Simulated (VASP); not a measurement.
BaSi3:

```xyz
4
Lattice="4.4880 0.0000 0.0000 0.0000 4.4880 0.0000 0.0000 0.0000 4.4880" Properties=species:S:1:pos:R:3 pbc="T T T"
Ba    0.0000    0.0000    0.0000
Si    0.0000    2.2440    2.2440
Si    2.2440    2.2440    0.0000
Si    2.2440    0.0000    2.2440
```

Base run:

```yaml
Program: VASP 6.6.1
Functional: PBE
Potentials_or_basis: VASP PAW PBE potentials, release 64 (Ba_sv, Si)
Cutoff: 520 eV
k_mesh: 4 × 4 × 4
Occupations: gaussian, width 0.05 eV
Spin: no spin polarisation
```

Its results: band gap on the k mesh zero (bands 11 and 12 overlap by 1.80 eV); pressure -0.4 GPa.

Problem. The run is repeated on the same cell with these changes: functional from PBE to PBE-based global hybrid with 35 % exact exchange. What comes out?

Solution. Band gap on the k mesh zero (bands 11 and 12 overlap by 2.91 eV); pressure -2.5 GPa.

Caveats: spin-orbit coupling is left out, which moves the levels of the heavy elements; the PAW data sets were made with another functional, which shifts forces and pressure a little (at least some runs).
